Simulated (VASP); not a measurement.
# Mo (Im-3m) in VASP: notebook

Mo is run at these levels: PBEsol, RPBE, revPBE, BLYP, r2SCAN; tasks: single point.

Everything below comes from runs of VASP 6.6.1. Logs are shortened: lines on timing, memory, paths and dates and some standing lists are left out, and cuts for length are marked.

### 1 The cell of the first run

Symmetry: Im-3m, No. 229, cubic system. Conventional cell: a = 3.168 Å, b = 3.168 Å, c = 3.168 Å, α = 90.00°, β = 90.00°, γ = 90.00°. Within 3.6 Å of Mo (site symmetry m-3m) lie 14 Mo at 2.74 to 3.17 Å.

### 2 Single point, PBEsol

Input file INCAR:

```
SYSTEM = Mo
  PREC = Accurate
  ENCUT = 520
  EDIFF = 1E-6
  ISMEAR = -1
  SIGMA = 0.05
  LREAL = .FALSE.
  LASPH = .TRUE.
  NELM = 100
  ALGO = Normal
  ISIF = 2
  LWAVE = .FALSE.
  LCHARG = .FALSE.
  GGA = PS
  NBANDS = 13
```

Input file KPOINTS:

```
regular mesh
0
G
  7 7 7
  0 0 0
```

Input file POSCAR:

```
Mo
1.0
   -1.5838089719      1.5838089719      1.5838089719
    1.5838089719     -1.5838089719      1.5838089719
    1.5838089719      1.5838089719     -1.5838089719
Mo
1
Direct
    0.0000000000      0.0000000000      0.0000000000
```

Potentials or basis: VASP PAW PBE potentials, release 64 (Mo_sv).

On the command line:

```bash
$ cat potpaw_PBE.64/Mo_sv/POTCAR > POTCAR
$ mpirun -np 1 vasp_std > vasp.out
```

OUTCAR:

```text
SYSTEM = Mo
   PREC = Accurate
   ENCUT = 520
   EDIFF = 1E-6
   ISMEAR = -1
   LREAL = .FALSE.
   LASPH = .TRUE.
   NELM = 100
   ISIF = 2
   GGA = PS

 ion  position               nearest neighbor table
   1  0.000  0.000  0.000-

  LATTYP: Found a body centered cubic cell.
 ALAT       =     3.1676179438

  Lattice vectors:

 A1 = (  -1.5838089719,   1.5838089719,   1.5838089719)
 A2 = (   1.5838089719,  -1.5838089719,   1.5838089719)
 A3 = (   1.5838089719,   1.5838089719,  -1.5838089719)

Analysis of symmetry for initial positions (statically):
=====================================================================
 Subroutine PRICEL returns:
 Original cell was already a primitive cell.

 Routine SETGRP: Setting up the symmetry group for a
 body centered cubic supercell.

 Subroutine GETGRP returns: Found 48 space group operations
 (whereof 48 operations were pure point group operations)
 out of a pool of 48 trial point group operations.

The static configuration has the point symmetry O_h .

Analysis of symmetry for dynamics (positions and initial velocities):
=====================================================================
 Subroutine PRICEL returns:
 Original cell was already a primitive cell.

 Routine SETGRP: Setting up the symmetry group for a
 body centered cubic supercell.

 Subroutine GETGRP returns: Found 48 space group operations
 (whereof 48 operations were pure point group operations)
 out of a pool of 48 trial point group operations.

The dynamic configuration has the point symmetry O_h .

 Subroutine INISYM returns: Found 48 space group operations
 (whereof 48 operations are pure point group operations),
 and found     1 'primitive' translations

----------------------------------------------------------------------------------------

                                     Primitive cell

  volume of cell :      15.8916

  direct lattice vectors                    reciprocal lattice vectors
    -1.583808972  1.583808972  1.583808972     0.000000000  0.315694638  0.315694638
     1.583808972 -1.583808972  1.583808972     0.315694638  0.000000000  0.315694638
     1.583808972  1.583808972 -1.583808972     0.315694638  0.315694638  0.000000000

  length of vectors
     2.743237609  2.743237609  2.743237609     0.446459639  0.446459639  0.446459639

  position of ions in fractional coordinates (direct lattice)
     0.000000000  0.000000000  0.000000000

  ion indices of the primitive-cell ions
   primitive index   ion index
                 1           1

----------------------------------------------------------------------------------------

 KPOINTS: regular mesh

Automatic generation of k-mesh.
 Grid dimensions read from file:
 generate k-points for:    7    7    7

 Generating k-lattice:

  Cartesian coordinates                     Fractional coordinates (reciprocal lattice)
     0.000000000  0.045099234  0.045099234     0.142857143  0.000000000  0.000000000
     0.045099234  0.000000000  0.045099234     0.000000000  0.142857143  0.000000000
     0.045099234  0.045099234  0.000000000     0.000000000  0.000000000  0.142857143

  Length of vectors
     0.063779948  0.063779948  0.063779948

  Shift w.r.t. Gamma in fractional coordinates (k-lattice)
     0.000000000  0.000000000  0.000000000

 Subroutine IBZKPT returns following result:
 ===========================================

 Found     20 irreducible k-points:

 Following reciprocal coordinates:
            Coordinates               Weight
  0.000000  0.000000  0.000000      1.000000
  0.142857  0.000000  0.000000     12.000000
  0.285714  0.000000  0.000000     12.000000
  0.428571  0.000000  0.000000     12.000000
  0.142857  0.142857  0.000000     24.000000
  0.285714  0.142857 -0.000000     48.000000
[... 12 lines left out ...]
 -0.428571 -0.428571  0.285714      8.000000
 -0.428571  0.428571  0.428571      6.000000
   k-points           NKPTS =     20   k-points in BZ     NKDIM =     20   number of bands    NBANDS=     13
   number of dos      NEDOS =    301   number of ions     NIONS =      1
   total plane-waves  NPLWV =   8000
   dimension x,y,z NGX =    20 NGY =   20 NGZ =   20
   dimension x,y,z NGXF=    40 NGYF=   40 NGZF=   40
   ions per type =               1
   NGX,Y,Z   is equivalent  to a cutoff of  12.12, 12.12, 12.12 a.u.
   NGXF,Y,Z  is equivalent  to a cutoff of  24.24, 24.24, 24.24 a.u.
 SYSTEM =  Mo
   PREC   = accura    normal or accurate (medium, high low for compatibility)
   ISTART =      0    job   : 0-new  1-cont  2-samecut
   ICHARG =      2    charge: 1-file 2-atom 10-const
   ISPIN  =      1    spin polarized calculation?
   LNONCOLLINEAR =      F non collinear calculations
   LSORBIT =      F    spin-orbit coupling
   LASPH  =      T    aspherical Exc in radial PAW
   ENCUT  =  520.0 eV  38.22 Ry    6.18 a.u.   5.10  5.10  5.10*2*pi/ulx,y,z
   NELM   =    100;   NELMIN=  2; NELMDL= -5     # of ELM steps
   EDIFF  = 0.1E-05   stopping-criterion for ELM
   LREAL  =      F    real-space projection
   EDIFFG = 0.1E-04   stopping-criterion for IOM
   NSW    =      0    number of steps for IOM
   IBRION =     -1    ionic relax: 0-MD 1-quasi-New 2-CG
   NFREE  =      0    steps in history (QN), initial steepest desc. (CG)
   ISIF   =      2    stress and relaxation
   ISYM   =      2    0-nonsym 1-usesym 2-fastsym
   POTIM  = 0.5000    time-step for ionic-motion
   TEBEG  =    0.0;   TEEND  =   0.0 temperature during run
   PSTRESS=    0.0 pullay stress
   NELECT =      14.0000    total number of electrons
   NUPDOWN=      -1.0000    fix difference up-down
   EMIN   =  10.00;   EMAX   =-10.00  energy-range for DOS
   EFERMI =   0.00;   METHOD = LEGACY
   ISMEAR =    -1;   SIGMA  =   0.05  broadening in eV -4-tet -1-fermi 0-gaus
   EFERMI_NEDOS =   21; number of points for ismear=-14 and -15
   IALGO  =     38    algorithm
   IMIX   =      4    mixing-type and parameters
     AMIX     =   0.40;   BMIX     =  1.00
     AMIX_MAG =   1.60;   BMIX_MAG =  1.00
  volume/ion in A,a.u.               =      15.89       107.24
  Fermi-wavevector in a.u.,A,eV,Ry     =   1.569380  2.965698 33.510508  2.462953
  Thomas-Fermi vector in A             =   2.671271
   LORBIT       =      0    0 simple, 1 ext, 2 COOP (PROOUT), +10 PAW based schemes
   GGA     = PS    functional components
   LHFCALC =     F    Hartree Fock is set to
   AEXX    =    0.0000 exact exchange contribution
   IVDW    =     0    specifies the selected vdW correction
   LEPSILON=     F    determine dielectric tensor
   LRPA    =     F    only Hartree local field effects (RPA)
 non-spin polarized calculation
  energy-cutoff  :      520.00
  volume of cell :       15.89
 maximum number of plane-waves:       438
   NGX = 11   NGY = 11   NGZ = 11

 number of electron      14.0000005 magnetization

 Free energy of the ion-electron system (eV)
  ---------------------------------------------------
  ext. energy  EPLUGINS =         0.00000000
  ---------------------------------------------------
  free energy    TOTEN  =       -11.73164986 eV

  energy without entropy =      -11.71953197  energy(sigma->0) =      -11.72559092

 E-fermi :  12.1735     XC(G=0): -13.4361

 val. band max:       12.0622846123   @ k =  -0.2857   0.2857   0.2857
 cond. band min:      12.1816439160   @ k =  -0.2857   0.2857   0.1429
 fundamental gap:      0.1193593037
 Fermi energy:        12.1735249006

 k-point     1 :       0.0000    0.0000    0.0000
  band No.  band energies     occupation
      1     -48.9906      2.00000
      2     -22.3152      2.00000
      3     -22.3152      2.00000
      4     -22.3152      2.00000
      5       4.9713      2.00000
      6      10.8639      2.00000
      7      10.8639      2.00000
      8      10.8639      2.00000
      9      13.8200      0.00000
     10      13.8200      0.00000
     11      26.9842      0.00000
     12      26.9842      0.00000
     13      26.9842      0.00000

 k-point     2 :       0.1429    0.0000    0.0000
  band No.  band energies     occupation
      1     -48.9444      2.00000
      2     -22.5818      2.00000
      3     -22.3981      2.00000
      4     -22.3171      2.00000
      5       5.8033      2.00000
      6      10.4113      2.00000
      7      10.7383      2.00000
      8      11.6808      1.99990
      9      13.3293      0.00000
     10      13.8480      0.00000
     11      27.4495      0.00000
     12      28.3047      0.00000
     13      28.4288      0.00000

 k-point     3 :       0.2857    0.0000    0.0000
  band No.  band energies     occupation
      1     -48.8393      2.00000
      2     -23.1550      2.00000
      3     -22.5803      2.00000
      4     -22.3216      2.00000
      5       7.1494      2.00000
      6       9.5408      2.00000
      7      10.8689      2.00000
      8      13.4246      0.00000
      9      13.8822      0.00000
     10      14.0525      0.00000
     11      26.3951      0.00000
     12      27.5063      0.00000
     13      32.1366      0.00000
[... 241 lines left out ...]
 k-point    19 :      -0.4286   -0.4286    0.2857
  band No.  band energies     occupation
      1     -48.6122      2.00000
      2     -23.2697      2.00000
      3     -23.2697      2.00000
      4     -22.9349      2.00000
      5       7.7379      2.00000
      6       7.7379      2.00000
      7      12.2691      0.25743
      8      15.2155      0.00000
      9      15.2155      0.00000
     10      22.1909      0.00000
     11      22.1909      0.00000
     12      22.3961      0.00000
     13      31.7986      0.00000

 k-point    20 :      -0.4286    0.4286    0.4286
  band No.  band energies     occupation
      1     -48.5829      2.00000
      2     -23.2416      2.00000
      3     -23.1930      2.00000
      4     -23.1930      2.00000
      5       7.0942      2.00000
      6       7.2311      2.00000
      7      15.0479      0.00000
      8      15.0479      0.00000
      9      15.7481      0.00000
     10      19.9554      0.00000
     11      22.6513      0.00000
     12      22.6513      0.00000
     13      31.2979      0.00000

------------------------ aborting loop because EDIFF is reached ----------------------------------------

  FORCE on cell =-STRESS in cart. coord.  units (eV):
  Direction    XX          YY          ZZ          XY          YZ          ZX
  --------------------------------------------------------------------------------------
  -------------------------------------------------------------------------------------
  Total       -0.8216742     -0.8216742     -0.8216742     -0.0000000     -0.0000000     -0.0000000
  in kB      -82.8403350    -82.8403350    -82.8403350     -0.0000000     -0.0000000     -0.0000000
  external PRESSURE =     -82.8403350 kB  Pullay stress =       0.0000000 kB

 VOLUME and BASIS-vectors are now :
 -----------------------------------------------------------------------------
  energy-cutoff  :      520.00
  volume of cell :       15.89
      direct lattice vectors                 reciprocal lattice vectors
    -1.583808972  1.583808972  1.583808972     0.000000000  0.315694638  0.315694638
     1.583808972 -1.583808972  1.583808972     0.315694638  0.000000000  0.315694638
     1.583808972  1.583808972 -1.583808972     0.315694638  0.315694638  0.000000000

 POSITION                                       TOTAL-FORCE (eV/Angst)
 -----------------------------------------------------------------------------------
      0.00000      0.00000      0.00000         0.000000      0.000000      0.000000
 -----------------------------------------------------------------------------------
    total drift:                                0.000000     -0.000000     -0.000000

  FREE ENERGIE OF THE ION-ELECTRON SYSTEM (eV)
  ---------------------------------------------------
  free  energy   TOTEN  =       -11.7316498609 eV

  energy  without entropy=      -11.7195319700  energy(sigma->0) =      -11.72559092
```

It took 6.2 s on 1 thread of AMD EPYC 7R13, shared host; peak memory 0.09 GiB.

Results:

```yaml
Free_energy: -11.7316 eV
Pressure: -8.3 GPa
Band_gap_on_the_k_mesh: zero (band 7 reaches 15.05 eV, above the bottom of band 8 at 10.86 eV)
```

Caveat: the k points lie up to 0.40 Å⁻¹ apart; the PAW data sets were made with another functional, which shifts forces and pressure a little.

(Part 1 of 2 ends here.)
